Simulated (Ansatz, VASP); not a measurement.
# SnMo in VASP and in Ansatz

```
CELL_PARAMETERS angstrom
0.00000 3.12777 3.12777
3.12777 0.00000 3.12777
3.12777 3.12777 0.00000
ATOMIC_POSITIONS crystal
Sn 0.25000 0.25000 0.25000
Mo 0.00000 0.00000 0.00000
```

Change from the starting cell: species swapped into the BeTe type (F-43m, No. 216).

Alike in both runs: functional PBE; k mesh 16 × 16 × 16; occupations gaussian, width 0.1 eV; collinear spin.

Ansatz relaxed the structure, and its values are those at the end. VASP's run is a single point on that final structure, the one shown.

```csv
,VASP,Ansatz
version,VASP 6.6.1,Ansatz 0.2.0
potentials or method,"VASP PAW PBE potentials, release 64 (Sn_d, Mo_sv), cutoff 520 eV","scalar-relativistic, plane waves, PAW"
valence electrons in the cell,28,28
```

|  | VASP | Ansatz | Ansatz less VASP |
| --- | --- | --- | --- |
| gap on the k mesh at the Fermi level (eV) | none | none | - |
| pressure (GPa) | 0.0 | 0.0 | -0.04 |
| net moment per atom (μB) | 1.01 | 1.01 | 0.000 |
| size of the moment on the site where the two differ most (μB) | 1.92 | 1.70 | -0.216 |

Site moments also hang on the region over which each program counts them. A gap of «none» marks a metal or a gap that the smearing closes. The functional is the same, so the differences come from potentials, cutoffs and numerics.
